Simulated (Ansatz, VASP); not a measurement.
Zr12H: VASP beside Ansatz

```xyz
13
Lattice="6.4600 0.0000 0.0000 -4.8450 8.3918 0.0000 0.0000 0.0000 5.1454" Properties=species:S:1:pos:R:3 pbc="T T T"
Zr    0.0050    0.0101   -0.0308
Zr   -0.0123    1.8712    2.5458
Zr   -1.6095    2.7803   -0.0047
Zr   -1.6214    4.6487    2.5761
Zr   -3.2421    5.5712    0.0206
Zr   -3.2722    7.4856    2.5538
Zr    3.2366    0.0151   -0.0063
Zr    3.2247    1.8814    2.5738
Zr    1.6276    2.7924    0.0230
Zr    1.6103    4.6520    2.6003
Zr    0.0410    5.5678    0.0172
Zr    0.0139    7.4820    2.5504
H    -1.6154    6.5295   -1.2960
```

Alike in both runs: functional PBEsol; k mesh 4 × 3 × 4; occupations fermi-dirac, width 0.1 eV; no spin polarisation.

Ansatz relaxed the structure, and its values are those at the end. VASP's run is a single point on that final structure, the one shown.

```csv
,VASP,Ansatz
version,VASP 6.6.1,Ansatz 0.2.0
potentials or method,"VASP PAW PBE potentials, release 64 (Zr_sv, H), cutoff 520 eV","scalar-relativistic, plane waves, PAW"
valence electrons in the cell,145,145
```

Ansatz gave:

```
rms of the force components (eV/Å) : 0.008
```

Question: What did VASP give for the same quantities?

Answer: rms of the force components (eV/Å): 0.007.

VASP's potentials were made for PBE, not for PBEsol. The functional is the same, so the differences come from potentials, cutoffs and numerics.
